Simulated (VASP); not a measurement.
Wanted: the native input for a VASP 6.6.1 run.

| Quantity | Value |
| --- | --- |
| Task | single point |
| Functional | LDA |
| Potentials or basis | VASP PAW LDA potentials, release 64 (Rb_sv, Ca_sv, H) |
| Cutoff | 520 eV |
| k mesh | 6 × 6 × 6 |
| Occupations | gaussian, width 0.05 eV |
| Spin | no spin polarisation |
| Dipole correction | no |
| Further INCAR settings | ALGO = Normal; EDIFF = 1e-07; NBANDS = 19 |

The structure of RbCaH3 lies in POSCAR:

```
RbCaH3
1.0
    4.5470000000      0.0000000000      0.0000000000
    0.0000000000      4.5470000000      0.0000000000
    0.0000000000      0.0000000000      4.5470000000
Rb Ca H
1 1 3
Direct
   -0.0063486944     -0.0063486944     -0.0063486944
    0.5000000000      0.5000000000      0.5000000000
    0.0000000000      0.5000000000      0.5000000000
    0.5000000000      0.0000000000      0.5000000000
    0.5000000000      0.5000000000      0.0000000000
```

This cell differs from its parent crystal: all Rb atoms moved -0.050 Å, as atom 1 along Cartesian [1 1 1].

The input as run:

INCAR

```
  PREC = Accurate
  ENCUT = 520
  EDIFF = 1E-7
  ISMEAR = 0
  SIGMA = 0.05
  LREAL = F
  LASPH = T
  NELM = 80
  ALGO = Normal
  ISIF = 2
  LWAVE = F
  LCHARG = F
  GGA = CA
  NBANDS = 19
```

KPOINTS

```
regular mesh
0
Gamma
  6 6 6
```

Potentials or basis: VASP PAW LDA potentials, release 64 (Rb_sv, Ca_sv, H).

The run is started by

```console
$ cat potpaw_LDA.64/Rb_sv/POTCAR potpaw_LDA.64/Ca_sv/POTCAR potpaw_LDA.64/H/POTCAR > POTCAR
$ mpirun -np 1 vasp_std > vasp.out
```

Results of the run:

```yaml
Pressure: -2.4 GPa
Largest_force: 0.042 eV/Å
Band_gap_on_the_k_mesh: 2.92 eV, direct
```

Caveat: the cell differs from its parent crystal (all Rb atoms moved -0.050 Å, as atom 1 along Cartesian [1 1 1]).

Run time: 33 s on 1 thread of Intel(R) Xeon(R) Platinum 8375C CPU @ 2.90GHz (Ice Lake), with other jobs on the host, peak memory 0.21 GiB.
